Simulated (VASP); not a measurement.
# Hf (Im-3m) in VASP: settings compared, part 2 of 2

VASP 6.6.1. The steps go on from the part before.

## (4) Electric field gradients, PBE, non-collinear spin, zero start, spin-orbit coupling

This run uses another cell than the first one, of 23.52 Å³/atom, 0.976 times its volume.

File INCAR:

```
ALGO = Normal
EDIFF = 1E-8
ENCUT = 520
GGA = PE
GGA_COMPAT = False
ISIF = 2
ISMEAR = -1
LASPH = True
LCHARG = False
LEFG = True
LMAXMIX = 4
LORBIT = 11
LORBMOM = True
LREAL = False
LSORBIT = True
LWAVE = False
MAGMOM = 0 0 0
NBANDS = 21
NELM = 150
PREC = Accurate
SIGMA = 0.08
```

File KPOINTS:

```
k-points
0
Gamma
  16 16 16
```

File POSCAR:

```
Hf
1.0
   -1.8050000000      1.8050000000      1.8050000000
    1.8050000000     -1.8050000000      1.8050000000
    1.8050000000      1.8050000000     -1.8050000000
Hf
1
Direct
    0.0000000000      0.0000000000      0.0000000000
```

Potentials or basis: VASP PAW PBE potentials, release 64 (Hf_pv).

Launch:

```sh
cat potpaw_PBE.64/Hf_pv/POTCAR > POTCAR
mpirun -np 1 vasp_ncl > vasp.out
```

OUTCAR:

```text
EDIFF = 1E-8
   ENCUT = 520
   GGA = PE
   ISIF = 2
   ISMEAR = -1
   LASPH = True
   LORBIT = 11
   LREAL = False
   LSORBIT = True
   NELM = 150
   PREC = Accurate

 ion  position               nearest neighbor table
   1  0.000  0.000  0.000-

  LATTYP: Found a body centered cubic cell.
 ALAT       =     3.6100000000

  Lattice vectors:

 A1 = (  -1.8050000000,   1.8050000000,   1.8050000000)
 A2 = (   1.8050000000,  -1.8050000000,   1.8050000000)
 A3 = (   1.8050000000,   1.8050000000,  -1.8050000000)

Analysis of symmetry for initial positions (statically):
=====================================================================
 Subroutine PRICEL returns:
 Original cell was already a primitive cell.

 Routine SETGRP: Setting up the symmetry group for a
 body centered cubic supercell.

 Subroutine GETGRP returns: Found 48 space group operations
 (whereof 48 operations were pure point group operations)
 out of a pool of 48 trial point group operations.

The static configuration has the point symmetry O_h .

Analysis of symmetry for dynamics (positions and initial velocities):
=====================================================================
 Subroutine PRICEL returns:
 Original cell was already a primitive cell.

 Routine SETGRP: Setting up the symmetry group for a
[... 808 lines left out ...]
----------------------------------------------------------------------

 orbital moment (x)

 # of ion     p       d       tot
 ----------------------------------------
  1         0.000  -0.000  -0.000
 ----------------------------------------
            0.000  -0.000  -0.000

 orbital moment (y)

 # of ion     p       d       tot
 ----------------------------------------
  1         0.000   0.000   0.000
 ----------------------------------------
            0.000   0.000   0.000

 orbital moment (z)

 # of ion     p       d       tot
 ----------------------------------------
  1         0.000   0.000   0.000
 ----------------------------------------
            0.000   0.000   0.000

 Spin-Orbit-Coupling matrix elements

 Ion:    1  E_soc:     -1.3592693
 l=   1
     0.0000000    -0.2178126    -0.2178126
    -0.2178126     0.0000000    -0.2178126
    -0.2178126    -0.2178126     0.0000000
 l=   2
     0.0000000    -0.0014335     0.0000000    -0.0014335    -0.0072989
    -0.0014335     0.0000000    -0.0054741    -0.0014335    -0.0018247
     0.0000000    -0.0054741     0.0000000    -0.0054741     0.0000000
    -0.0014335    -0.0014335    -0.0054741     0.0000000    -0.0018247
    -0.0072989    -0.0018247     0.0000000    -0.0018247     0.0000000
 l=   3
     0.0000000     0.0000000     0.0000000     0.0000000     0.0000000     0.0000000     0.0000000
     0.0000000     0.0000000     0.0000000     0.0000000     0.0000000     0.0000000     0.0000000
     0.0000000     0.0000000     0.0000000     0.0000000     0.0000000     0.0000000     0.0000000
     0.0000000     0.0000000     0.0000000     0.0000000     0.0000000     0.0000000     0.0000000
     0.0000000     0.0000000     0.0000000     0.0000000     0.0000000     0.0000000     0.0000000
     0.0000000     0.0000000     0.0000000     0.0000000     0.0000000     0.0000000     0.0000000
     0.0000000     0.0000000     0.0000000     0.0000000     0.0000000     0.0000000     0.0000000

 total charge

# of ion       s       p       d       tot
------------------------------------------
    1        0.372   6.396   1.531   8.299

 magnetization (x)

# of ion       s       p       d       tot
------------------------------------------
    1        0.000   0.000   0.000   0.000

 magnetization (y)

# of ion       s       p       d       tot
------------------------------------------
    1       -0.000   0.000   0.000  -0.000

 magnetization (z)

# of ion       s       p       d       tot
------------------------------------------
    1        0.000  -0.000  -0.000   0.000
```

stdout:

```text
POSCAR found type information on POSCAR Hf
 POSCAR found :  1 types and       1 ions
 scaLAPACK will be used
 LDA part: xc-table for (Slater+PW92), standard interpolation
 POSCAR, INCAR and KPOINTS ok, starting setup
 FFT: planning ... GRIDC
 FFT: planning ... GRID_SOFT
 FFT: planning ... GRID
 WAVECAR not read
 entering main loop
ion   1
```

It took 95 s on 1 thread of Intel Xeon 6975P-C, shared host; peak memory 0.27 GiB.

What came out:

- Free energy: -10.4278 eV
- Pressure: -5.5 GPa
- Net moment: 0.00 μB per cell
- Valence electrons inside the program's atomic spheres: Hf 8.30

Moments on the atoms (μB; x, y, z):
```
Hf  0.00 0.00 0.00
```

Caveat: without QUAD_EFG the Cq values of the log hold for a quadrupole moment of 1 mb, not for the nuclei.

## (5) Electric field gradients, LDA

This run uses another cell than the first one, of 23.52 Å³/atom, 0.976 times its volume.

File INCAR:

```
PREC = Accurate ; ENCUT = 400
EDIFF = 1E-8 ; ISMEAR = -1
SIGMA = 0.08 ; LREAL = False
LASPH = True ; NELM = 120
ALGO = Normal ; ISIF = 2
LWAVE = False ; LCHARG = False
GGA = CA ; LEFG = True
NBANDS = 11 ; GGA_COMPAT = False
```

File KPOINTS:

```
regular mesh
0
Gamma
  16 16 16
```

POSCAR is that of step 4.

Potentials or basis: VASP PAW LDA potentials, release 64 (Hf_pv).

Launch:

```sh
cat potpaw_LDA.64/Hf_pv/POTCAR > POTCAR
mpirun -np 1 vasp_std > vasp.out
```

OUTCAR:

```text
PREC = Accurate
   ENCUT = 400
   EDIFF = 1E-8
   ISMEAR = -1
   LREAL = False
   LASPH = True
   NELM = 120
   ISIF = 2
   GGA = CA

 ion  position               nearest neighbor table
   1  0.000  0.000  0.000-

  LATTYP: Found a body centered cubic cell.
 ALAT       =     3.6100000000

  Lattice vectors:

 A1 = (  -1.8050000000,   1.8050000000,   1.8050000000)
[... 542 lines left out ...]
    total drift:                                0.000000     -0.000000      0.000000

  FREE ENERGIE OF THE ION-ELECTRON SYSTEM (eV)
  ---------------------------------------------------
  free  energy   TOTEN  =       -10.4340065086 eV

  energy  without entropy=      -10.3908236969  energy(sigma->0) =      -10.41241510

 Electric field gradients (V/A^2)
---------------------------------------------------------------------
 ion       V_xx      V_yy      V_zz      V_xy      V_xz      V_yz
---------------------------------------------------------------------
   1      -0.000    -0.000     0.000     0.001     0.001     0.001
---------------------------------------------------------------------

 Electric field gradients after diagonalization (V/A^2)
 (convention: |V_zz| > |V_xx| > |V_yy|)
----------------------------------------------------------------------
 ion       V_xx      V_yy      V_zz     asymmetry (V_yy - V_xx)/ V_zz
----------------------------------------------------------------------
   1      -0.001    -0.001     0.001       0.000
----------------------------------------------------------------------

           NMR quadrupolar parameters

 Cq : quadrupolar parameter    Cq=e*Q*V_zz/h
 eta: asymmetry parameters     (V_yy - V_xx)/ V_zz
 Q  : nuclear electric quadrupole moment in mb (millibarn)
----------------------------------------------------------------------
 ion       Cq(MHz)       eta       Q (mb)
----------------------------------------------------------------------
   1       0.000       0.000       1.000
----------------------------------------------------------------------
```

OSZICAR:

```text
N       E                     dE             d eps       ncg     rms          rms(c)
DAV:   1     0.890647431133E+01    0.89065E+01   -0.49226E+03  3246   0.674E+02
DAV:   2    -0.104587452374E+02   -0.19365E+02   -0.18757E+02  3900   0.133E+02
DAV:   3    -0.108354534076E+02   -0.37671E+00   -0.37261E+00  3945   0.133E+01
DAV:   4    -0.108371213952E+02   -0.16680E-02   -0.16675E-02  3765   0.106E+00
DAV:   5    -0.108371317422E+02   -0.10347E-04   -0.10347E-04  4011   0.711E-02    0.433E+01
DAV:   6    -0.105318010761E+02    0.30533E+00   -0.25941E-01  3565   0.353E+00    0.247E+01
DAV:   7    -0.104379016754E+02    0.93899E-01   -0.32006E-01  3559   0.376E+00    0.112E+00
DAV:   8    -0.104339850400E+02    0.39166E-02   -0.21687E-02  3544   0.102E+00    0.570E-02
DAV:   9    -0.104340063667E+02   -0.21327E-04   -0.41250E-04  4170   0.146E-01    0.428E-02
DAV:  10    -0.104340079791E+02   -0.16124E-05   -0.25441E-05  3712   0.352E-02    0.201E-02
DAV:  11    -0.104340065056E+02    0.14735E-05   -0.46621E-06  3715   0.155E-02    0.209E-03
DAV:  12    -0.104340065086E+02   -0.29371E-08   -0.52212E-08  3936   0.214E-03
   1 F= -.10434007E+02 E0= -.10412415E+02  d E =-.431828E-01
```

stdout:

```text
POSCAR found type information on POSCAR Hf
 POSCAR found :  1 types and       1 ions
 scaLAPACK will be used
 LDA part: xc-table for (Slater(with rela. corr.)+CA(PZ))
 , standard interpolation
 POSCAR, INCAR and KPOINTS ok, starting setup
 FFT: planning ... GRIDC
 FFT: planning ... GRID_SOFT
 FFT: planning ... GRID
 WAVECAR not read
 entering main loop
ion   1
```

Wall time 24 s (1 thread of Intel Xeon 8259CL, shared host); peak memory 0.14 GiB.

Results:

```
Free energy            : -10.4340 eV
Pressure               : -12.6 GPa
Band gap on the k mesh : zero (band 5 reaches 5.51 eV, above the bottom of band 6 at 3.38 eV)
```

Levels at points of the mesh, in eV from the Fermi level:
```csv
k point,band 1,band 2,band 3,band 4,band 5,band 6,band 7,band 8,band 9,band 10
"(0.00, 0.00, 0.00)",-29.86,-29.86,-29.86,-6.81,1.40,1.40,1.40,4.04,4.04,12.13
"(0.50, 0.00, 0.00)",-30.57,-30.10,-29.87,-3.23,-0.47,1.03,3.84,4.78,7.09,9.42
"(0.50, 0.50, 0.50)",-30.36,-30.36,-30.36,-2.37,-2.37,6.32,6.32,6.32,6.92,6.92
```

Caveat: without QUAD_EFG the Cq values of the log hold for a quadrupole moment of 1 mb, not for the nuclei; spin-orbit coupling is left out, which moves the levels of the heavy elements.

## (6) The runs side by side

```csv
level,potentials or basis,spin,cell,cutoff (eV),gap on the mesh (eV),pressure (GPa)
PBE,"VASP PAW PBE potentials, release 64 (Hf_pv)",off,"a = 3.152 Å, angles 109.5°, 1 atom",520,none,-7.1
PBE,"VASP PAW PBE potentials, release 64 (Hf_pv)",off,"a = 3.178 Å, angles 109.5°, 1 atom",520,none,-8.9
PBE,"VASP PAW PBE potentials, release 64 (Hf_pv)","non-collinear, zero start, SOC","a = 3.126 Å, angles 109.5°, 1 atom",520,-,-5.5
LDA,"VASP PAW LDA potentials, release 64 (Hf_pv)",off,"a = 3.126 Å, angles 109.5°, 1 atom",400,none,-12.6
```

Alike in all rows: task electric field gradients; k mesh 16 × 16 × 16; smearing fermi-dirac 0.08 eV.

Caveats: spin-orbit coupling is left out, which moves the levels of the heavy elements (some runs).

Absolute energies hang on the potentials; compare differences alone.
